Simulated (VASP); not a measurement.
# SnTe (rocksalt type) (Fm-3m) in VASP: a series of runs

SnTe (rocksalt type) is run at these levels: PBEsol+D3(BJ), PBEsol; tasks: single point.

Program: VASP 6.6.1. These are calculated values, not measurements. Logs are shortened: lines on timing, memory, paths and dates and some standing lists are left out, and cuts for length are marked.

### Step 1. The cell of the first run

It takes space group Fm-3m (No. 225, cubic). Conventional cell: a = 5.418 Å, b = 5.418 Å, c = 5.418 Å, α = 90.00°, β = 90.00°, γ = 90.00°. Within 3.6 Å of Sn (site symmetry m-3m) lie 6 Te at 2.71 Å. Te (site symmetry m-3m) has 6 Sn at 2.71 Å within 3.6 Å.

### Step 2. Single point, PBEsol+D3(BJ)

The input, INCAR:

```
ALGO     = Normal         # electronic algorithm
EDIFF    = 1E-6           # SCF threshold, eV
ENCUT    = 520            # plane-wave cutoff, eV
GGA      = PS             # functional
ISIF     = 2              # what is computed and relaxed
ISMEAR   = -5             # smearing method
IVDW     = 12             # dispersion correction
LASPH    = T              # aspherical terms in the spheres
LCHARG   = F              # write CHGCAR
LREAL    = F              # projectors in reciprocal space
LWAVE    = F              # write WAVECAR
NBANDS   = 17             # bands
NELM     = 60             # most SCF steps
PREC     = Accurate       # precision mode
SIGMA    = 0.1            # smearing width, eV
```

The input, KPOINTS:

```
k-points
0
Gamma
  11 11 11
```

The input, POSCAR:

```
SnTe
1.0
    0.0000000000      2.7088480152      2.7088480152
    2.7088480152      0.0000000000      2.7088480152
    2.7088480152      2.7088480152      0.0000000000
Sn Te
1 1
Direct
    0.0000000000      0.0000000000      0.0000000000
    0.5000000000      0.5000000000      0.5000000000
```

Potentials or basis: VASP PAW PBE potentials, release 64 (Sn_d, Te).

Started as:

```sh
cat potpaw_PBE.64/Sn_d/POTCAR potpaw_PBE.64/Te/POTCAR > POTCAR
mpirun -np 1 vasp_std > vasp.out
```

OUTCAR:

```text
EDIFF = 1E-6
   ENCUT = 520
   GGA = PS
   ISIF = 2
   ISMEAR = -5
   IVDW = 12
   LASPH = T
   LREAL = F
   NELM = 60
   PREC = Accurate
 IVDW          = 12

 ion  position               nearest neighbor table
   1  0.000  0.000  0.000-   2 2.71   2 2.71   2 2.71   2 2.71   2 2.71   2 2.71
   2  0.500  0.500  0.500-   1 2.71   1 2.71   1 2.71   1 2.71   1 2.71   1 2.71

  LATTYP: Found a face centered cubic cell.
 ALAT       =     5.4176960304

  Lattice vectors:

 A1 = (   0.0000000000,   2.7088480152,   2.7088480152)
 A2 = (   2.7088480152,   0.0000000000,   2.7088480152)
 A3 = (   2.7088480152,   2.7088480152,   0.0000000000)

Analysis of symmetry for initial positions (statically):
=====================================================================
 Subroutine PRICEL returns:
 Original cell was already a primitive cell.

 Routine SETGRP: Setting up the symmetry group for a
 face centered cubic supercell.

 Subroutine GETGRP returns: Found 48 space group operations
 (whereof 48 operations were pure point group operations)
 out of a pool of 48 trial point group operations.

The static configuration has the point symmetry O_h .

Analysis of symmetry for dynamics (positions and initial velocities):
=====================================================================
 Subroutine PRICEL returns:
 Original cell was already a primitive cell.

 Routine SETGRP: Setting up the symmetry group for a
 face centered cubic supercell.

 Subroutine GETGRP returns: Found 48 space group operations
 (whereof 48 operations were pure point group operations)
 out of a pool of 48 trial point group operations.

The dynamic configuration has the point symmetry O_h .

 Subroutine INISYM returns: Found 48 space group operations
 (whereof 48 operations are pure point group operations),
 and found     1 'primitive' translations

----------------------------------------------------------------------------------------

                                     Primitive cell

  volume of cell :      39.7543

  direct lattice vectors                    reciprocal lattice vectors
     0.000000000  2.708848015  2.708848015    -0.184580308  0.184580308  0.184580308
     2.708848015  0.000000000  2.708848015     0.184580308 -0.184580308  0.184580308
     2.708848015  2.708848015  0.000000000     0.184580308  0.184580308 -0.184580308

  length of vectors
     3.830889602  3.830889602  3.830889602     0.319702471  0.319702471  0.319702471

  position of ions in fractional coordinates (direct lattice)
     0.000000000  0.000000000  0.000000000
     0.500000000  0.500000000  0.500000000

  ion indices of the primitive-cell ions
   primitive index   ion index
                 1           1
                 2           2

----------------------------------------------------------------------------------------

 KPOINTS: k-points

Automatic generation of k-mesh.
 Grid dimensions read from file:
 generate k-points for:   11   11   11

 Generating k-lattice:

  Cartesian coordinates                     Fractional coordinates (reciprocal lattice)
    -0.016780028  0.016780028  0.016780028     0.090909091  0.000000000  0.000000000
     0.016780028 -0.016780028  0.016780028     0.000000000  0.090909091  0.000000000
     0.016780028  0.016780028 -0.016780028     0.000000000  0.000000000  0.090909091

  Length of vectors
     0.029063861  0.029063861  0.029063861

  Shift w.r.t. Gamma in fractional coordinates (k-lattice)
     0.000000000  0.000000000  0.000000000

 TETIRR: Found    201 inequivalent tetrahedra from     7986

 Subroutine IBZKPT returns following result:
 ===========================================

 Found     56 irreducible k-points:

 Following reciprocal coordinates:
            Coordinates               Weight
  0.000000  0.000000  0.000000      1.000000
  0.090909  0.000000  0.000000      8.000000
  0.181818  0.000000  0.000000      8.000000
  0.272727  0.000000  0.000000      8.000000
  0.363636  0.000000  0.000000      8.000000
  0.454545  0.000000  0.000000      8.000000
[... 16 lines left out ...]
 -0.272727  0.181818  0.000000     24.000000
 -0.181818  0.181818  0.000000     12.000000
 [... further k-points ...]
   k-points           NKPTS =     56   k-points in BZ     NKDIM =     56   number of bands    NBANDS=     17
   number of dos      NEDOS =    301   number of ions     NIONS =      2
   total plane-waves  NPLWV =  21952
   dimension x,y,z NGX =    28 NGY =   28 NGZ =   28
   dimension x,y,z NGXF=    56 NGYF=   56 NGZF=   56
   ions per type =               1   1
   NGX,Y,Z   is equivalent  to a cutoff of  12.15, 12.15, 12.15 a.u.
   NGXF,Y,Z  is equivalent  to a cutoff of  24.30, 24.30, 24.30 a.u.
 SYSTEM =  unknown system
   PREC   = accura    normal or accurate (medium, high low for compatibility)
   ISTART =      0    job   : 0-new  1-cont  2-samecut
   ICHARG =      2    charge: 1-file 2-atom 10-const
   ISPIN  =      1    spin polarized calculation?
   LNONCOLLINEAR =      F non collinear calculations
   LSORBIT =      F    spin-orbit coupling
   LASPH  =      T    aspherical Exc in radial PAW
   ENCUT  =  520.0 eV  38.22 Ry    6.18 a.u.   7.12  7.12  7.12*2*pi/ulx,y,z
   NELM   =     60;   NELMIN=  2; NELMDL= -5     # of ELM steps
   EDIFF  = 0.1E-05   stopping-criterion for ELM
   LREAL  =      F    real-space projection
   EDIFFG = 0.1E-04   stopping-criterion for IOM
   NSW    =      0    number of steps for IOM
   IBRION =     -1    ionic relax: 0-MD 1-quasi-New 2-CG
   NFREE  =      0    steps in history (QN), initial steepest desc. (CG)
   ISIF   =      2    stress and relaxation
   ISYM   =      2    0-nonsym 1-usesym 2-fastsym
   POTIM  = 0.5000    time-step for ionic-motion
   TEBEG  =    0.0;   TEEND  =   0.0 temperature during run
   PSTRESS=    0.0 pullay stress
   NELECT =      20.0000    total number of electrons
   NUPDOWN=      -1.0000    fix difference up-down
   EMIN   =  10.00;   EMAX   =-10.00  energy-range for DOS
   EFERMI =   0.00;   METHOD = LEGACY
   ISMEAR =    -5;   SIGMA  =   0.10  broadening in eV -4-tet -1-fermi 0-gaus
   EFERMI_NEDOS =   21; number of points for ismear=-14 and -15
   IALGO  =     38    algorithm
   IMIX   =      4    mixing-type and parameters
     AMIX     =   0.40;   BMIX     =  1.00
     AMIX_MAG =   1.60;   BMIX_MAG =  1.00
  volume/ion in A,a.u.               =      19.88       134.14
  Fermi-wavevector in a.u.,A,eV,Ry     =   1.302038  2.460494 23.065983  1.695302
  Thomas-Fermi vector in A             =   2.433132
   LORBIT       =      0    0 simple, 1 ext, 2 COOP (PROOUT), +10 PAW based schemes
   GGA     = PS    functional components
   LHFCALC =     F    Hartree Fock is set to
   AEXX    =    0.0000 exact exchange contribution
   IVDW    =    12    specifies the selected vdW correction
   LEPSILON=     F    determine dielectric tensor
   LRPA    =     F    only Hartree local field effects (RPA)
 non-spin polarized calculation
 Fermi weights with tetrahedron method with Bloechl corrections
  energy-cutoff  :      520.00
  volume of cell :       39.75
 maximum number of plane-waves:      1082
   NGX = 15   NGY = 15   NGZ = 15

 number of electron      20.0000000 magnetization

 Free energy of the ion-electron system (eV)
  ---------------------------------------------------
  ext. energy  EPLUGINS =         0.00000000
  ---------------------------------------------------
  free energy    TOTEN  =        -5.70451873 eV

  energy without entropy =       -5.70451873  energy(sigma->0) =       -5.70451873

 E-fermi :  13.8866     XC(G=0): -11.8085

 val. band max:       13.8822602355   @ k =  -0.1818   0.1818   0.0000
 cond. band min:      13.7546419411   @ k =  -0.4545   0.1818   0.0909
 fundamental gap:     -0.1276182944
 Fermi energy:        13.8866408800

 k-point     1 :       0.0000    0.0000    0.0000
  band No.  band energies     occupation
      1      -8.7050      2.00000
      2      -8.7050      2.00000
      3      -8.6542      2.00000
      4      -8.6542      2.00000
      5      -8.6542      2.00000
      6      -3.3397      2.00000
[... 9 lines left out ...]
     16      18.0628      0.00000
     17      18.7811      0.00000

 k-point     2 :       0.0909    0.0000    0.0000
  band No.  band energies     occupation
      1      -8.7087      2.00000
      2      -8.7087      2.00000
      3      -8.6542      2.00000
      4      -8.6514      2.00000
      5      -8.6514      2.00000
      6      -3.2162      2.00000
[... 9 lines left out ...]
     16      18.0159      0.00000
     17      20.0198      0.00000

 k-point     3 :       0.1818    0.0000    0.0000
  band No.  band energies     occupation
      1      -8.7195      2.00000
      2      -8.7195      2.00000
      3      -8.6547      2.00000
      4      -8.6427      2.00000
      5      -8.6427      2.00000
      6      -2.8490      2.00000
[... 9 lines left out ...]
     16      18.6560      0.00000
     17      22.2249      0.00000

 k-point     4 :       0.2727    0.0000    0.0000
  band No.  band energies     occupation
      1      -8.7347      2.00000
      2      -8.7347      2.00000
      3      -8.6557      2.00000
      4      -8.6303      2.00000
      5      -8.6303      2.00000
      6      -2.2519      2.00000
[... 9 lines left out ...]
     16      19.6945      0.00000
     17      24.8897      0.00000

 k-point     5 :       0.3636    0.0000    0.0000
  band No.  band energies     occupation
      1      -8.7491      2.00000
      2      -8.7491      2.00000
      3      -8.6571      2.00000
      4      -8.6184      2.00000
      5      -8.6184      2.00000
      6      -1.4742      2.00000
[... 9 lines left out ...]
     16      21.0565      0.00000
     17      26.8247      0.00000

 k-point     6 :       0.4545    0.0000    0.0000
  band No.  band energies     occupation
      1      -8.7578      2.00000
      2      -8.7578      2.00000
      3      -8.6581      2.00000
      4      -8.6111      2.00000
      5      -8.6111      2.00000
      6      -0.7259      2.00000
[... 9 lines left out ...]
     16      22.7853      0.00000
     17      24.8178      0.00000

 k-point     7 :       0.0909    0.0909    0.0000
  band No.  band energies     occupation
      1      -8.7170      2.00000
      2      -8.7027      2.00000
      3      -8.6567      2.00000
      4      -8.6493      2.00000
      5      -8.6493      2.00000
      6      -3.1743      2.00000
[... 9 lines left out ...]
     16      18.7783      0.00000
     17      20.0908      0.00000

 k-point     8 :       0.1818    0.0909    0.0000
  band No.  band energies     occupation
      1      -8.7314      2.00000
      2      -8.7052      2.00000
      3      -8.6579      2.00000
      4      -8.6432      2.00000
      5      -8.6414      2.00000
      6      -2.8858      2.00000
[... 9 lines left out ...]
     16      19.3288      0.00000
     17      21.7162      0.00000
[... 203 lines left out ...]
      1      -8.7897      2.00000
      2      -8.7100      2.00000
      3      -8.6629      2.00000
      4      -8.6211      2.00000
      5      -8.6122      2.00000
      6      -1.5540      2.00000
[... 9 lines left out ...]
     16      22.3810      0.00000
     17      24.7922      0.00000

 k-point    20 :       0.4545    0.1818    0.0000
  band No.  band energies     occupation
      1      -8.7959      2.00000
      2      -8.7257      2.00000
      3      -8.6567      2.00000
      4      -8.6186      2.00000
      5      -8.6047      2.00000
      6      -0.7584      2.00000
[... 9 lines left out ...]
     16      23.9244      0.00000
     17      24.5212      0.00000

 k-point    21 :      -0.4545    0.1818    0.0000
  band No.  band energies     occupation
      1      -8.7903      2.00000
      2      -8.7402      2.00000
      3      -8.6497      2.00000
      4      -8.6193      2.00000
      5      -8.6045      2.00000
      6      -0.1871      2.00000
[... 9 lines left out ...]
     16      22.4828      0.00000
     17      25.7199      0.00000

 k-point    22 :      -0.3636    0.1818    0.0000
  band No.  band energies     occupation
      1      -8.7748      2.00000
      2      -8.7493      2.00000
      3      -8.6459      2.00000
      4      -8.6212      2.00000
      5      -8.6112      2.00000
      6      -0.5236      2.00000
[... 9 lines left out ...]
     16      21.8539      0.00000
     17      26.1110      0.00000

 k-point    23 :      -0.2727    0.1818    0.0000
  band No.  band energies     occupation
      1      -8.7536      2.00000
      2      -8.7508      2.00000
      3      -8.6475      2.00000
      4      -8.6229      2.00000
      5      -8.6220      2.00000
      6      -1.3168      2.00000
[... 9 lines left out ...]
     16      23.7987      0.00000
     17      24.3431      0.00000

 k-point    24 :      -0.1818    0.1818    0.0000
  band No.  band energies     occupation
      1      -8.7451      2.00000
      2      -8.7333      2.00000
      3      -8.6520      2.00000
      4      -8.6327      2.00000
      5      -8.6265      2.00000
      6      -2.0405      2.00000
[... 9 lines left out ...]
     16      22.6857      0.00000
     17      22.9896      0.00000

 [... further k-points ...]

------------------------ aborting loop because EDIFF is reached ----------------------------------------

 Edisp (eV)   -1.23360

 E8    (eV) :    -0.8531

  FORCE on cell =-STRESS in cart. coord.  units (eV):
  Direction    XX          YY          ZZ          XY          YZ          ZX
  --------------------------------------------------------------------------------------
  -------------------------------------------------------------------------------------
  Total      12.85875    12.85875    12.85875     0.00000     0.00000     0.00000
  in kB     518.23362   518.23362   518.23362     0.00000     0.00000     0.00000
  external pressure =      518.23 kB  Pullay stress =        0.00 kB

 VOLUME and BASIS-vectors are now :
 -----------------------------------------------------------------------------
  energy-cutoff  :      520.00
  volume of cell :       39.75
      direct lattice vectors                 reciprocal lattice vectors
     0.000000000  2.708848015  2.708848015    -0.184580308  0.184580308  0.184580308
     2.708848015  0.000000000  2.708848015     0.184580308 -0.184580308  0.184580308
     2.708848015  2.708848015  0.000000000     0.184580308  0.184580308 -0.184580308

 POSITION                                       TOTAL-FORCE (eV/Angst)
 -----------------------------------------------------------------------------------
      0.00000      0.00000      0.00000         0.000000      0.000000      0.000000
      2.70885      2.70885      2.70885         0.000000      0.000000     -0.000000
 -----------------------------------------------------------------------------------
    total drift:                               -0.000000      0.000000      0.000000

  FREE ENERGIE OF THE ION-ELECTRON SYSTEM (eV)
  ---------------------------------------------------
  free  energy   TOTEN  =        -6.9381150605 eV

  energy  without entropy=       -6.9381150605  energy(sigma->0) =       -6.93811506
```

Run time: 56 s. Hardware: 1 thread of Intel Xeon 8259CL, shared host; peak memory 0.19 GiB.

What came out:

```yaml
Free_energy: -6.9381 eV
Pressure: 51.8 GPa
Dispersion_energy_per_atom: -0.617 eV
```

Caveat: this odd mesh misses L, where the gap lies, so gap, dielectric constants and Born charges aren't listed; the PAW data sets were made with another functional, which shifts forces and pressure a little; spin-orbit coupling is left out, which moves the levels of the heavy elements; pairwise dispersion overbinds metals, which lowers pressure and volume; tetrahedron occupations give inexact forces and stress in metals.

### Step 3. Single point, PBEsol (volume scaled by 0.72)

The input, INCAR:

```
SYSTEM = SnTe
  PREC = Accurate
  ENCUT = 520
  EDIFF = 1E-6
  ISMEAR = -1
  SIGMA = 0.08
  LREAL = .False.
  LASPH = .True.
  NELM = 60
  ALGO = Normal
  ISIF = 2
  LWAVE = .False.
  LCHARG = .False.
  GGA = PS
  NBANDS = 17
```

The input, KPOINTS:

```
Automatic mesh
0
Gamma
  11 11 11
  0 0 0
```

The input, POSCAR:

```
SnTe
1.0
    0.0000000000      2.8173154677      2.8173154677
    2.8173154677      0.0000000000      2.8173154677
    2.8173154677      2.8173154677      0.0000000000
Sn Te
1 1
Direct
    0.0000000000      0.0000000000      0.0000000000
    0.5000000000      0.5000000000      0.5000000000
```

Potentials or basis: VASP PAW PBE potentials, release 64 (Sn_d, Te).

Started as:

```sh
cat potpaw_PBE.64/Sn_d/POTCAR potpaw_PBE.64/Te/POTCAR > POTCAR
mpirun -np 1 vasp_std > vasp.out
```

Wall time 75 s (1 thread of Intel Xeon 8259CL, shared host); peak memory 0.2 GiB.

It converged, with:

```yaml
Free_energy: -7.0419 eV
Pressure: 31.8 GPa
```

Levels at points of the mesh, in eV from the Fermi level:
```
           k point  band 6  band 7  band 8  band 9  band 10  band 11  band 12  band 13  band 14  band 15
(0.00, 0.00, 0.00)  -15.86   -3.12   -3.12   -3.12    -2.88     4.00     4.00     4.00     4.07     4.07
```

Caveat: this odd mesh misses L, where the gap lies, so gap, dielectric constants and Born charges aren't listed; the PAW data sets were made with another functional, which shifts forces and pressure a little; spin-orbit coupling is left out, which moves the levels of the heavy elements.

### Step 4. Single point, PBEsol (volume scaled by 0.8)

The input, INCAR:

```
ALGO = Normal ; EDIFF = 1E-6
ENCUT = 520 ; GGA = PS
ISIF = 2 ; ISMEAR = -1
LASPH = T ; LCHARG = F
LREAL = F ; LWAVE = F
NBANDS = 17 ; NELM = 60
PREC = Accurate ; SIGMA = 0.08
```

The input, KPOINTS:

```
k-points
0
Gamma
  11 11 11
```

The input, POSCAR:

```
SnTe
1.0
    0.0000000000      2.9180180670      2.9180180670
    2.9180180670      0.0000000000      2.9180180670
    2.9180180670      2.9180180670      0.0000000000
Sn Te
1 1
Direct
    0.0000000000      0.0000000000      0.0000000000
    0.5000000000      0.5000000000      0.5000000000
```

Started as:

```sh
cat potpaw_PBE.64/Sn_d/POTCAR potpaw_PBE.64/Te/POTCAR > POTCAR
mpirun -np 1 vasp_std > vasp.out
```

Run time: 70 s. Hardware: 1 thread of Intel Xeon 8259CL, shared host; peak memory 0.2 GiB.

It converged, with:

```
Free energy : -7.7869 eV
Pressure    : 17.2 GPa
```

Levels at points of the mesh, in eV from the Fermi level:
```csv
k point,band 6,band 7,band 8,band 9,band 10,band 11,band 12,band 13,band 14,band 15
"(0.00, 0.00, 0.00)",-14.83,-3.62,-2.84,-2.84,-2.84,3.77,3.77,3.77,4.24,4.24
```

Caveat: this odd mesh misses L, where the gap lies, so gap, dielectric constants and Born charges aren't listed; the PAW data sets were made with another functional, which shifts forces and pressure a little; spin-orbit coupling is left out, which moves the levels of the heavy elements.

[end of part 1 of 2]
